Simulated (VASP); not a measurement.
Set up this calculation in VASP 6.6.1, as the native input.

* Task: single point
* Functional: LDA
* Potentials or basis: VASP PAW LDA potentials, release 64 (B, P)
* Cutoff: 520 eV
* k mesh: 16 × 16 × 16
* Occupations: fermi-dirac, width 0.15 eV
* Spin: no spin polarisation
* Dipole correction: no
* Further INCAR settings: ALGO = Normal; EDIFF = 1e-07; NBANDS = 11

The structure of BP lies in POSCAR:

```
BP
1.0
    2.7202000000      0.0000000000      0.0000000000
    0.0000000000      2.7202000000      0.0000000000
    0.0000000000      0.0000000000      2.7202000000
B P
1 1
Direct
    0.0000000000      0.0000000000      0.0000000000
    0.5000000000      0.5000000000      0.5000000000
```

One way to write it, as run:

INCAR

```
SYSTEM = BP
ALGO     = Normal         ! electronic algorithm
EDIFF    = 1E-7           ! SCF threshold, eV
ENCUT    = 520            ! plane-wave cutoff, eV
ISIF     = 2              ! what is computed and relaxed
ISMEAR   = -1             ! smearing method
LASPH    = .True.         ! aspherical terms in the spheres
LCHARG   = .False.        ! write CHGCAR
LREAL    = .False.        ! projectors in reciprocal space
LWAVE    = .False.        ! write WAVECAR
NBANDS   = 11             ! bands
NELM     = 60             ! most SCF steps
PREC     = Accurate       ! precision mode
SIGMA    = 0.15           ! smearing width, eV
```

KPOINTS

```
k-points
0
Gamma
  16 16 16
  0 0 0
```

Potentials or basis: VASP PAW LDA potentials, release 64 (B, P).

The run is started by

```sh
$ cat potpaw_LDA.64/B/POTCAR potpaw_LDA.64/P/POTCAR > POTCAR
$ mpirun -np 1 vasp_std > vasp.out
```

It gave:

| Quantity | Value |
| --- | --- |
| Pressure | -6.0 GPa |
| Band gap on the k mesh | zero (bands 4 and 5 overlap by 6.01 eV) |

Caveat: the cell stands under tension.

Run time: 30 s on 1 thread of Intel Xeon 8259CL, with other jobs on the host, peak memory 0.14 GiB.
